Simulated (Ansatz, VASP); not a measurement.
# One calculation of Hf2SnS2, two programs

File INCAR:

```
ALGO     = Normal         # electronic algorithm
EDIFF    = 1E-6           # SCF threshold, eV
ENCUT    = 520            # plane-wave cutoff, eV
GGA      = PE             # functional
ISIF     = 2              # what is computed and relaxed
ISMEAR   = 0              # smearing method
LASPH    = True           # aspherical terms in the spheres
LCHARG   = False          # write CHGCAR
LREAL    = False          # projectors in reciprocal space
LWAVE    = False          # write WAVECAR
NBANDS   = 31             # bands
NELM     = 100            # most SCF steps
PREC     = Accurate       # precision mode
SIGMA    = 0.1            # smearing width, eV
```

KPOINTS

```
k-points
0
Gamma
  4 4 4
```

POSCAR

```
Hf2SnS2
1.0
    4.5233738900      0.0000000000      0.0000000000
    0.0000000000      4.5233738900      0.0000000000
    0.0000000000      0.0000000000      6.1358235000
Hf Sn S
2 1 2
Direct
    0.0000000000      0.5000000000      0.5000000000
    0.5000000000      0.0000000000      0.5000000000
    0.0000000000      0.0000000000      0.0000000000
    0.5000000000      0.5000000000      0.2399999900
    0.5000000000      0.5000000000      0.7600000100
```

Input for Ansatz:

```yaml
crystal:
  lattice:
    - [4.52337389, 0.0, 0.0]
    - [0.0, 4.52337389, 0.0]
    - [0.0, 0.0, 6.1358235]
  atoms:
    - { symbol: Hf, position: [0.0, 0.5, 0.5] }
    - { symbol: Hf, position: [0.5, 0.0, 0.5] }
    - { symbol: Sn, position: [0.0, 0.0, 0.0] }
    - { symbol: S, position: [0.5, 0.5, 0.23999999] }
    - { symbol: S, position: [0.5, 0.5, 0.76000001] }
basis:
  ecutwfc: 420
kpoints:
  mp_grid: { grid: [4, 4, 4] }
hamiltonian:
  xc: pbe
scf:
  occupations: { method: gaussian, width: 0.1 }
  lower_state_search: "off"
output:
  forces: true
  stress: true
  eigenvalues: true
```

Change from the starting cell: species swapped into the CeMg2Si2 type (P4/mmm, No. 123).

Alike in both runs: task single point; functional PBE; k mesh 4 × 4 × 4; occupations gaussian, width 0.1 eV; no spin polarisation.

|  | VASP | Ansatz |
| --- | --- | --- |
| version | VASP 6.6.1 | Ansatz 0.2.0 |
| potentials or method | VASP PAW PBE potentials, release 64 (Hf_pv, Sn_d, S), cutoff 520 eV | scalar-relativistic, plane waves, PAW |
| valence electrons in the cell | 46 | 78 |

VASP gave:

| Quantity | Value |
| --- | --- |
| gap on the k mesh at the Fermi level (eV) | none |
| pressure (GPa) | -9.7 |
| traceless stress, the component that is largest in VASP (GPa) | 5.38 |
| rms of the force components (eV/Å) | 0.410 |

Question: Estimate Ansatz's values.

Answer: gap on the k mesh at the Fermi level (eV): none; pressure (GPa): -9.4; traceless stress, the component that is largest in VASP (GPa): 5.31; rms of the force components (eV/Å): 0.390.

Atom by atom the forces differ by 0.020 eV/Å (rms over components). A gap of «none» marks a metal or a gap that the smearing closes. VASP's potentials hold 46 valence electrons a cell and Ansatz's 78, so a difference there can come from the potentials and not from the codes.

Spin-orbit coupling is off throughout.
